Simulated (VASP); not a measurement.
A run of VASP 6.6.1 is set up as follows.

INCAR

```
  ALGO = Normal
  EDIFF = 1E-6
  ENCUT = 600
  GGA = PE
  GGA_COMPAT = False
  ISIF = 2
  ISMEAR = 0
  LASPH = True
  LCHARG = True
  LELF = True
  LMAXMIX = 6
  LREAL = False
  LVHAR = True
  LWAVE = False
  NBANDS = 41
  NELM = 200
  PREC = Accurate
  SIGMA = 0.2
```

Contents of KPOINTS:

```
k-points
0
Gamma
  6 4 6
```

The input POSCAR:

```
Dy3C
1.0
   -0.0005732545     -3.6179123902      0.0002744073
    7.2293155202      0.0011440240     -0.0007372430
   -1.8078235139      1.8081124065      7.3483431274
Dy C
6 2
Direct
    0.1631101162      0.0817260643      0.3266347778
    0.1633179219      0.5816857440      0.3265369191
    0.8366098858      0.4183736452      0.6734043673
    0.8367000101      0.9183169848      0.6734216601
    0.5000785544      0.2499858263     -0.0000468999
    0.4999724845      0.7500410041      0.0000356133
    0.0000416990      0.4999363690     -0.0000031057
    0.0001693281     -0.0000656377      0.0000166680
```

Potentials or basis: VASP PAW PBE potentials, release 64 (Dy_3, C), 4f in core.

Command:

```console
$ cat potpaw_PBE.64/Dy_3/POTCAR potpaw_PBE.64/C/POTCAR > POTCAR
$ mpirun -np 1 vasp_std > vasp.out
```

**Question.** Estimate the pressure.

**Answer.** 0.6 GPa.

**Question.** Estimate the largest force.

**Answer.** 0.039 eV/Å.

**Question.** What does it give for the band gap on the k mesh?

**Answer.** Zero (bands 31 and 32 overlap by 0.53 eV).

Stress tensor (GPa, compression positive):
```
 0.59 -0.02  0.01
-0.02  0.56  0.01
 0.01  0.01  0.69
```

Caveat: spin-orbit coupling is left out, which moves the levels of the heavy elements; the 4f electrons are frozen in the core, so they carry no moment and show no levels. Spin polarisation is off, so any magnetic state and its effect on volume and gap are missing.
